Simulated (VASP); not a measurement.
# SiC (Cc) in VASP: a series of runs

SiC is run at these levels: PBE; tasks: single point.

Everything below comes from runs of VASP 6.6.1. Logs are shortened: lines on timing, memory, paths and dates and some standing lists are left out, and cuts for length are marked.

### 1 The cell of the first run

It takes space group Cc (No. 9, monoclinic). The conventional cell has a = 3.092 Å, b = 5.355 Å, c = 5.074 Å, α = 90.00°, β = 90.57°, γ = 90.00°. Within 2.5 Å of Si (site symmetry 1) lie 4 C at 1.89 to 1.91 Å. Within 2.5 Å of C (site symmetry 1) lie 4 Si at 1.89 to 1.91 Å.

### 2 Single point, PBE (strain -0.0100 x Voigt [0, 0, 0, 0, 1, 0])

The input, INCAR:

```
ALGO = Normal
EDIFF = 1E-6
ENCUT = 520
GGA = PE
ISIF = 2
ISMEAR = 0
LASPH = T
LCHARG = F
LREAL = F
LWAVE = F
NBANDS = 16
NELM = 100
PREC = Accurate
SIGMA = 0.05
```

The input, KPOINTS:

```
k-points
0
Gamma
  12 12 6
```

The input, POSCAR:

```
SiC
1.0
    3.0919867344      0.0000000000     -0.0154599337
   -1.5459933672      2.6777390602      0.0077299668
   -0.0253688230      0.0000000000      5.0737646004
Si C
2 2
Direct
    0.3333333333      0.6666666667      0.0045636718
    0.6666666667      0.3333333333      0.5045636718
    0.3333333333      0.6666666667      0.3804363282
    0.6666666667      0.3333333333      0.8804363282
```

Potentials or basis: VASP PAW PBE potentials, release 64 (Si, C).

Run with:

```
$ cat potpaw_PBE.64/Si/POTCAR potpaw_PBE.64/C/POTCAR > POTCAR
$ mpirun -np 1 vasp_std > vasp.out
```

OUTCAR:

```text
EDIFF = 1E-6
   ENCUT = 520
   GGA = PE
   ISIF = 2
   ISMEAR = 0
   LASPH = T
   LREAL = F
   NELM = 100
   PREC = Accurate

 ion  position               nearest neighbor table
   1  0.333  0.667  0.005-   4 1.89   4 1.89   4 1.90   3 1.91   2 3.09   2 3.09   2 3.10   2 3.10
                             2 3.11   2 3.11
   2  0.667  0.333  0.505-   3 1.89   3 1.89   3 1.90   4 1.91   1 3.09   1 3.09   1 3.10   1 3.10
                             1 3.11   1 3.11
   3  0.333  0.667  0.380-   2 1.89   2 1.89   2 1.90   1 1.91
   4  0.667  0.333  0.880-   1 1.89   1 1.89   1 1.90   2 1.91

  LATTYP: Found a base centered monoclinic cell.
 ALAT       =     3.0920253840
 B/A-ratio  =     1.7320291574
 C/A-ratio  =     1.6409399639
 COS(beta)  =    -0.0099997500

  Lattice vectors:

 A1 = (   1.5459933672,  -2.6777390602,  -0.0077299668)
 A2 = (   1.5459933672,   2.6777390602,  -0.0077299669)
 A3 = (  -0.0253688230,   0.0000000000,   5.0737646004)

Analysis of symmetry for initial positions (statically):
=====================================================================
 Subroutine PRICEL returns:
 Original cell was already a primitive cell.

 Routine SETGRP: Setting up the symmetry group for a
 base centered monoclinic supercell.

 Subroutine GETGRP returns: Found  2 space group operations
 (whereof  1 operations were pure point group operations)
 out of a pool of  4 trial point group operations.

The static configuration has the point symmetry C_1 .
 The point group associated with its full space group is C_1h.

Analysis of symmetry for dynamics (positions and initial velocities):
=====================================================================
 Subroutine PRICEL returns:
 Original cell was already a primitive cell.

 Routine SETGRP: Setting up the symmetry group for a
 base centered monoclinic supercell.

 Subroutine GETGRP returns: Found  2 space group operations
 (whereof  1 operations were pure point group operations)
 out of a pool of  4 trial point group operations.

The dynamic configuration has the point symmetry C_1 .
 The point group associated with its full space group is C_1h.

 Subroutine INISYM returns: Found  2 space group operations
 (whereof  1 operations are pure point group operations),
 and found     1 'primitive' translations

----------------------------------------------------------------------------------------

                                     Primitive cell
[... 97 lines left out ...]
   EDIFFG = 0.1E-04   stopping-criterion for IOM
   NSW    =      0    number of steps for IOM
   IBRION =     -1    ionic relax: 0-MD 1-quasi-New 2-CG
   NFREE  =      0    steps in history (QN), initial steepest desc. (CG)
   ISIF   =      2    stress and relaxation
   ISYM   =      2    0-nonsym 1-usesym 2-fastsym
   POTIM  = 0.5000    time-step for ionic-motion
   TEBEG  =    0.0;   TEEND  =   0.0 temperature during run
   PSTRESS=    0.0 pullay stress
   NELECT =      16.0000    total number of electrons
   NUPDOWN=      -1.0000    fix difference up-down
   EMIN   =  10.00;   EMAX   =-10.00  energy-range for DOS
   EFERMI =   0.00;   METHOD = LEGACY
   ISMEAR =     0;   SIGMA  =   0.05  broadening in eV -4-tet -1-fermi 0-gaus
   EFERMI_NEDOS =   21; number of points for ismear=-14 and -15
   IALGO  =     38    algorithm
   IMIX   =      4    mixing-type and parameters
     AMIX     =   0.40;   BMIX     =  1.00
     AMIX_MAG =   1.60;   BMIX_MAG =  1.00
  volume/ion in A,a.u.               =      10.50        70.87
  Fermi-wavevector in a.u.,A,eV,Ry     =   1.186697  2.242531 19.160390  1.408249
  Thomas-Fermi vector in A             =   2.322864
   LORBIT       =      0    0 simple, 1 ext, 2 COOP (PROOUT), +10 PAW based schemes
   GGA     = PE    functional components
   LHFCALC =     F    Hartree Fock is set to
   AEXX    =    0.0000 exact exchange contribution
   IVDW    =     0    specifies the selected vdW correction
   LEPSILON=     F    determine dielectric tensor
   LRPA    =     F    only Hartree local field effects (RPA)
 non-spin polarized calculation
 Gauss-broadening in eV      SIGMA  =   0.05
  energy-cutoff  :      520.00
  volume of cell :       42.01
 maximum number of plane-waves:      1150
   NGX = 11   NGY = 11   NGZ = 19

 number of electron      16.0000000 magnetization

 Free energy of the ion-electron system (eV)
  ---------------------------------------------------
  ext. energy  EPLUGINS =         0.00000000
  ---------------------------------------------------
  free energy    TOTEN  =       -30.10812069 eV

  energy without entropy =      -30.10812069  energy(sigma->0) =      -30.10812069

 E-fermi :   8.3572     XC(G=0): -11.2831

 val. band max:        8.0931515321   @ k =   0.0000   0.0000   0.0000
 cond. band min:      10.3903189808   @ k =   0.3333   0.3333   0.0000
 fundamental gap:      2.2971674487
 Fermi energy:         8.3571532163

 k-point     1 :       0.0000    0.0000    0.0000
  band No.  band energies     occupation
      1      -7.3611      2.00000
      2      -3.8507      2.00000
      3      -0.5228      2.00000
      4       6.7742      2.00000
      5       6.7745      2.00000
      6       7.9685      2.00000
[... 433 lines left out ...]
      3       0.7069      2.00000
      4       2.0089      2.00000
      5       2.7469      2.00000
      6       3.4856      2.00000
[... 8 lines left out ...]
     15      18.7887      0.00000
     16      20.2202      0.00000

 [... further k-points ...]

------------------------ aborting loop because EDIFF is reached ----------------------------------------

  FORCE on cell =-STRESS in cart. coord.  units (eV):
  Direction    XX          YY          ZZ          XY          YZ          ZX
  --------------------------------------------------------------------------------------
  -------------------------------------------------------------------------------------
  Total       -0.0121052     -0.0119043      0.0044311      0.0000000      0.0000000      0.4284956
  in kB       -0.4616984     -0.4540332      0.1690056      0.0000000      0.0000000     16.3429923
  external PRESSURE =      -0.2489086 kB  Pullay stress =       0.0000000 kB

 VOLUME and BASIS-vectors are now :
 -----------------------------------------------------------------------------
  energy-cutoff  :      520.00
  volume of cell :       42.01
      direct lattice vectors                 reciprocal lattice vectors
     3.091986734  0.000000000 -0.015459934     0.323424738  0.186724692  0.001617124
    -1.545993367  2.677739060  0.007729967     0.000000000  0.373449383  0.000000000
    -0.025368823  0.000000000  5.073764600     0.000985486  0.000000000  0.197097240

 POSITION                                       TOTAL-FORCE (eV/Angst)
 -----------------------------------------------------------------------------------
     -0.00012      1.78516      0.02315         0.054033      0.001509      0.002843
      1.53319      0.89258      2.55231         0.054033     -0.001509      0.002843
     -0.00965      1.78516      1.93024        -0.054033      0.002082     -0.002843
      1.52366      0.89258      4.45940        -0.054033     -0.002082     -0.002843
 -----------------------------------------------------------------------------------
    total drift:                               -0.000333      0.000000      0.000027

  FREE ENERGIE OF THE ION-ELECTRON SYSTEM (eV)
  ---------------------------------------------------
  free  energy   TOTEN  =       -30.1081206875 eV

  energy  without entropy=      -30.1081206875  energy(sigma->0) =      -30.10812069
```

Wall time 42 s (1 thread of Intel Xeon 6975P-C (Granite Rapids), shared host); peak memory 0.25 GiB.

Results:

| Item | Value |
| --- | --- |
| Free energy | -30.1081 eV |
| Pressure | 0.0 GPa |
| Largest force | 0.054 eV/Å |
| Band gap on the k mesh | 2.30 eV, indirect (least direct gap 3.94 eV) |

Forces in eV/Å, atoms in the order of the input:
```
Si   0.054  0.002  0.003
Si   0.054 -0.002  0.003
C   -0.054  0.002 -0.003
C   -0.054 -0.002 -0.003
```

Caveat: the cell differs from its parent crystal (strain -0.0100 x Voigt [0, 0, 0, 0, 1, 0]).

### 3 Single point, PBE (strain +0.0050 x Voigt [0, 0, 0, 0, 1, 0])

The input, INCAR:

```
ALGO     = Normal         # electronic algorithm
EDIFF    = 1E-6           # SCF threshold, eV
ENCUT    = 520            # plane-wave cutoff, eV
GGA      = PE             # functional
ISIF     = 2              # what is computed and relaxed
ISMEAR   = 0              # smearing method
LASPH    = True           # aspherical terms in the spheres
LCHARG   = False          # write CHGCAR
LREAL    = False          # projectors in reciprocal space
LWAVE    = False          # write WAVECAR
NBANDS   = 16             # bands
NELM     = 80             # most SCF steps
PREC     = Accurate       # precision mode
SIGMA    = 0.05           # smearing width, eV
```

KPOINTS is that of step 2.

The input, POSCAR:

```
SiC
1.0
    3.0919867344      0.0000000000      0.0077299668
   -1.5459933672      2.6777390602     -0.0038649834
    0.0126844115      0.0000000000      5.0737646004
Si C
2 2
Direct
    0.3333333333      0.6666666667      0.0045636718
    0.6666666667      0.3333333333      0.5045636718
    0.3333333333      0.6666666667      0.3804363282
    0.6666666667      0.3333333333      0.8804363282
```

Potentials or basis: VASP PAW PBE potentials, release 64 (Si, C).

Run with:

```
$ cat potpaw_PBE.64/Si/POTCAR potpaw_PBE.64/C/POTCAR > POTCAR
$ mpirun -np 1 vasp_std > vasp.out
```

Run time: 43 s. Hardware: 1 thread of Intel Xeon 6975P-C (Granite Rapids), shared host; peak memory 0.25 GiB.

Results (log left out):

| Item | Value |
| --- | --- |
| Free energy | -30.1097 eV |
| Pressure | 0.0 GPa |
| Largest force | 0.027 eV/Å |
| Band gap on the k mesh | 2.30 eV, indirect (least direct gap 3.94 eV) |

Forces in eV/Å, atoms in the order of the input:
```
Si  -0.027  0.000  0.002
Si  -0.027  0.000  0.002
C    0.027  0.001 -0.002
C    0.027 -0.001 -0.002
```

Stress tensor (GPa, compression positive):
```
-0.05  0.00 -0.82
 0.00 -0.05  0.00
-0.82  0.00  0.01
```

Levels at points of the mesh, in eV from the valence-band top:
| k point | band 5 | band 6 | band 7 | band 8 | band 9 | band 10 | band 11 | band 12 |
| --- | --- | --- | --- | --- | --- | --- | --- | --- |
| (0.00, 0.00, 0.00) | -1.31 | -0.11 | 0.00 | 0.00 | 4.67 | 6.04 | 6.57 | 6.57 |
| (0.50, 0.00, 0.00) | -5.37 | -3.29 | -3.24 | -1.19 | 2.75 | 4.21 | 6.75 | 7.07 |
| (0.00, 0.50, 0.00) | -5.38 | -3.29 | -3.24 | -1.19 | 2.75 | 4.21 | 6.74 | 7.09 |
| (0.00, 0.00, 0.50) | -0.73 | -0.73 | -0.70 | -0.70 | 5.76 | 5.76 | 7.25 | 7.25 |
| (0.50, 0.00, 0.50) | -2.43 | -2.42 | -2.34 | -2.28 | 3.24 | 3.27 | 5.15 | 5.23 |
| (0.00, 0.50, 0.50) | -2.43 | -2.43 | -2.31 | -2.31 | 3.25 | 3.25 | 5.19 | 5.19 |

Caveat: the cell differs from its parent crystal (strain +0.0050 x Voigt [0, 0, 0, 0, 1, 0]).

### 4 Single point, PBE (strain +0.0175 x Voigt [0, 0, 0, 0, 1, 0])

The input, INCAR:

```
  PREC = Accurate
  ENCUT = 520
  EDIFF = 1E-6
  ISMEAR = 0
  SIGMA = 0.05
  LREAL = False
  LASPH = True
  NELM = 80
  ALGO = Normal
  ISIF = 2
  LWAVE = False
  LCHARG = False
  GGA = PE
  NBANDS = 16
```

The input, KPOINTS:

```
Automatic mesh
0
Gamma
  12 12 6
```

The input, POSCAR:

```
SiC
1.0
    3.0919867344      0.0000000000      0.0270548839
   -1.5459933672      2.6777390602     -0.0135274420
    0.0443954403      0.0000000000      5.0737646004
Si C
2 2
Direct
    0.3333333333      0.6666666667      0.0045636718
    0.6666666667      0.3333333333      0.5045636718
    0.3333333333      0.6666666667      0.3804363282
    0.6666666667      0.3333333333      0.8804363282
```

Run with:

```
$ cat potpaw_PBE.64/Si/POTCAR potpaw_PBE.64/C/POTCAR > POTCAR
$ mpirun -np 1 vasp_std > vasp.out
```

It took 42 s on 1 thread of Intel Xeon 6975P-C (Granite Rapids), shared host; peak memory 0.25 GiB.

The run converged. Its results:

- Free energy: -30.1037 eV
- Pressure: 0.0 GPa
- Largest force: 0.095 eV/Å
- Band gap on the k mesh: 2.28 eV, indirect (least direct gap 3.94 eV)

Forces in eV/Å, atoms in the order of the input:
```
Si  -0.095  0.005  0.004
Si  -0.095 -0.005  0.004
C    0.095  0.006 -0.004
C    0.095 -0.006 -0.004
```

Stress tensor (GPa, compression positive):
```
-0.03  0.00 -2.86
 0.00 -0.03  0.00
-2.86  0.00  0.04
```

Levels at points of the mesh, in eV from the valence-band top:
```
           k point  band 4  band 5  band 6  band 7  band 8  band 9  band 10  band 11  band 12  band 13
(0.00, 0.00, 0.00)   -1.33   -1.33   -0.15   -0.02    0.00    4.65     6.01     6.55     6.56     7.59
(0.50, 0.00, 0.00)   -6.29   -5.38   -3.31   -3.26   -1.21    2.73     4.19     6.69     7.10     9.77
(0.00, 0.50, 0.00)   -6.28   -5.40   -3.31   -3.26   -1.22    2.73     4.19     6.58     7.21     9.89
(0.00, 0.00, 0.50)   -4.43   -0.79   -0.79   -0.68   -0.68    5.74     5.74     7.18     7.18     7.30
(0.50, 0.00, 0.50)   -8.16   -2.48   -2.44   -2.42   -2.23    3.18     3.28     5.03     5.32    10.23
(0.00, 0.50, 0.50)   -8.21   -2.46   -2.46   -2.32   -2.32    3.23     3.23     5.17     5.17    10.19
```

Caveat: the cell differs from its parent crystal (strain +0.0175 x Voigt [0, 0, 0, 0, 1, 0]).

### 5 Single point, PBE (strain +0.0125 x Voigt [0, 0, 0, 0, 1, 0])

The input, INCAR:

```
PREC = Accurate
ENCUT = 520
EDIFF = 1E-7
ISMEAR = 0
SIGMA = 0.05
LREAL = F
LASPH = T
NELM = 100
ALGO = Normal
ISIF = 2
LWAVE = F
LCHARG = T
GGA = PE
LELF = T
LVHAR = T
NBANDS = 16
```

The input, KPOINTS:

```
regular mesh
0
Gamma
  12 12 6
```

The input, POSCAR:

```
SiC
1.0
    3.0919867344      0.0000000000      0.0193249171
   -1.5459933672      2.6777390602     -0.0096624585
    0.0317110288      0.0000000000      5.0737646004
Si C
2 2
Direct
    0.3333333333      0.6666666667      0.0045636718
    0.6666666667      0.3333333333      0.5045636718
    0.3333333333      0.6666666667      0.3804363282
    0.6666666667      0.3333333333      0.8804363282
```

Run with:

```
$ cat potpaw_PBE.64/Si/POTCAR potpaw_PBE.64/C/POTCAR > POTCAR
$ mpirun -np 1 vasp_std > vasp.out
```

Wall time 44 s (1 thread of Intel Xeon 6975P-C (Granite Rapids), shared host); peak memory 0.25 GiB.

Results (log left out):

| Quantity | Value |
| --- | --- |
| Free energy | -30.1069 eV |
| Pressure | 0.0 GPa |
| Largest force | 0.068 eV/Å |
| Band gap on the k mesh | 2.29 eV, indirect (least direct gap 3.94 eV) |

Forces in eV/Å, atoms in the order of the input:
```
Si  -0.068  0.002  0.003
Si  -0.068 -0.002  0.003
C    0.068  0.003 -0.003
C    0.068 -0.003 -0.003
```

Stress tensor (GPa, compression positive):
```
-0.04  0.00 -2.04
 0.00 -0.04  0.00
-2.04  0.00  0.02
```

Levels at points of the mesh, in eV from the valence-band top:
```csv
k point,band 5,band 6,band 7,band 8,band 9,band 10,band 11,band 12
"(0.00, 0.00, 0.00)",-1.32,-0.13,-0.01,0.00,4.66,6.03,6.56,6.57
"(0.50, 0.00, 0.00)",-5.38,-3.30,-3.25,-1.20,2.74,4.20,6.72,7.09
"(0.00, 0.50, 0.00)",-5.39,-3.30,-3.25,-1.20,2.74,4.20,6.66,7.15
"(0.00, 0.00, 0.50)",-0.76,-0.76,-0.68,-0.68,5.75,5.75,7.21,7.21
"(0.50, 0.00, 0.50)",-2.45,-2.42,-2.39,-2.25,3.20,3.28,5.08,5.28
"(0.00, 0.50, 0.50)",-2.44,-2.44,-2.32,-2.32,3.24,3.24,5.18,5.18
```

Caveat: the cell differs from its parent crystal (strain +0.0125 x Voigt [0, 0, 0, 0, 1, 0]).

### 6 Single point, PBE (strain +0.0075 x Voigt [0, 0, 0, 0, 1, 0])

The input, INCAR:

```
SYSTEM = SiC
ALGO     = Normal         ! electronic algorithm
EDIFF    = 1E-6           ! SCF threshold, eV
ENCUT    = 520            ! plane-wave cutoff, eV
GGA      = PE             ! functional
ISIF     = 2              ! what is computed and relaxed
ISMEAR   = 0              ! smearing method
LASPH    = .TRUE.         ! aspherical terms in the spheres
LCHARG   = .FALSE.        ! write CHGCAR
LREAL    = .FALSE.        ! projectors in reciprocal space
LWAVE    = .FALSE.        ! write WAVECAR
NBANDS   = 16             ! bands
NELM     = 100            ! most SCF steps
PREC     = Accurate       ! precision mode
SIGMA    = 0.05           ! smearing width, eV
```

The input, KPOINTS:

```
k-points
0
G
  12 12 6
  0 0 0
```

The input, POSCAR:

```
SiC
1.0
    3.0919867344      0.0000000000      0.0115949503
   -1.5459933672      2.6777390602     -0.0057974751
    0.0190266173      0.0000000000      5.0737646004
Si C
2 2
Direct
    0.3333333333      0.6666666667      0.0045636718
    0.6666666667      0.3333333333      0.5045636718
    0.3333333333      0.6666666667      0.3804363282
    0.6666666667      0.3333333333      0.8804363282
```

Potentials or basis: VASP PAW PBE potentials, release 64 (Si, C).

Run with:

```
$ cat potpaw_PBE.64/Si/POTCAR potpaw_PBE.64/C/POTCAR > POTCAR
$ mpirun -np 1 vasp_std > vasp.out
```

Run time: 41 s. Hardware: 1 thread of Intel Xeon 6975P-C (Granite Rapids), shared host; peak memory 0.25 GiB.

Results (log left out):

| Property | Result |
| --- | --- |
| Free energy | -30.1091 eV |
| Pressure | 0.0 GPa |
| Largest force | 0.041 eV/Å |
| Band gap on the k mesh | 2.30 eV, indirect (least direct gap 3.94 eV) |

Forces in eV/Å, atoms in the order of the input:
```
Si  -0.041  0.001  0.003
Si  -0.041 -0.001  0.003
C    0.041  0.001 -0.003
C    0.041 -0.001 -0.003
```

Stress tensor (GPa, compression positive):
```
-0.05  0.00 -1.23
 0.00 -0.05  0.00
-1.23  0.00  0.01
```

Levels at points of the mesh, in eV from the valence-band top:
```
           k point  band 5  band 6  band 7  band 8  band 9  band 10  band 11  band 12
(0.00, 0.00, 0.00)   -1.31   -0.12    0.00    0.00    4.67     6.04     6.57     6.57
(0.50, 0.00, 0.00)   -5.38   -3.29   -3.24   -1.19    2.75     4.21     6.75     7.08
(0.00, 0.50, 0.00)   -5.38   -3.29   -3.25   -1.19    2.75     4.21     6.72     7.11
(0.00, 0.00, 0.50)   -0.74   -0.74   -0.69   -0.69    5.76     5.76     7.23     7.23
(0.50, 0.00, 0.50)   -2.44   -2.42   -2.36   -2.27    3.23     3.27     5.13     5.25
(0.00, 0.50, 0.50)   -2.43   -2.43   -2.31   -2.31    3.25     3.25     5.19     5.19
```

Caveat: the cell differs from its parent crystal (strain +0.0075 x Voigt [0, 0, 0, 0, 1, 0]). A k mesh can miss the band edges.

### 7 Overview

| cell | gap on the mesh (eV) | pressure (GPa) | largest force (eV/Å) |
| --- | --- | --- | --- |
| a = 3.092, b = 3.092, c = 5.074 Å, angles 89.7, 90.6, 120.0°, 4 atoms | 2.30 | 0.0 | 0.05 |
| a = 3.092, b = 3.092, c = 5.074 Å, angles 90.1, 89.7, 120.0°, 4 atoms | 2.30 | 0.0 | 0.03 |
| a = 3.092, b = 3.092, c = 5.074 Å, angles 90.5, 89.0, 120.0°, 4 atoms | 2.28 | 0.0 | 0.09 |
| a = 3.092, b = 3.092, c = 5.074 Å, angles 90.4, 89.3, 120.0°, 4 atoms | 2.29 | 0.0 | 0.07 |
| a = 3.092, b = 3.092, c = 5.074 Å, angles 90.2, 89.6, 120.0°, 4 atoms | 2.30 | 0.0 | 0.04 |

Alike in all rows: task single point; level PBE; potentials or basis VASP PAW PBE potentials, release 64 (Si, C); no spin polarisation; k mesh 12 × 12 × 6; cutoff (eV) 520; smearing gaussian 0.05 eV.

Absolute energies hang on the potentials; compare differences alone.
